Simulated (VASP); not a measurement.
Input of a VASP 6.6.1 run:

Contents of INCAR:

```
SYSTEM = YN
PREC     = Accurate       ! precision mode
ENCUT    = 600            ! plane-wave cutoff, eV
EDIFF    = 1E-6           ! SCF threshold, eV
ISMEAR   = 0              ! smearing method
SIGMA    = 0.1            ! smearing width, eV
LREAL    = .FALSE.        ! projectors in reciprocal space
LASPH    = .TRUE.         ! aspherical terms in the spheres
NELM     = 120            ! most SCF steps
ALGO     = Normal         ! electronic algorithm
ISIF     = 2              ! what is computed and relaxed
LWAVE    = .FALSE.        ! write WAVECAR
LCHARG   = .FALSE.        ! write CHGCAR
NBANDS   = 15             ! bands
GGA_COMPAT= .FALSE.
```

File KPOINTS:

```
Automatic mesh
0
G
  6 6 6
  0 0 0
```

The input POSCAR:

```
YN
1.0
    0.0000000000      2.4385000000      2.4385000000
    2.4385000000      0.0000000000      2.4385000000
    2.4385000000      2.4385000000      0.0000000000
Y N
1 1
Direct
    0.0000000000      0.0000000000      0.0000000000
    0.5000000000      0.5000000000      0.5000000000
```

Potentials or basis: VASP PAW LDA potentials, release 64 (Y_sv, N).

Launch:

```sh
$ cat potpaw_LDA.64/Y_sv/POTCAR potpaw_LDA.64/N/POTCAR > POTCAR
$ mpirun -np 1 vasp_std > vasp.out
```

Problem. Estimate the band gap on the k mesh.

Solution. 0.07 eV, indirect (least direct gap 0.45 eV).

Problem. Estimate the pressure.

Solution. -5.7 GPa.

A k mesh can miss the band edges.
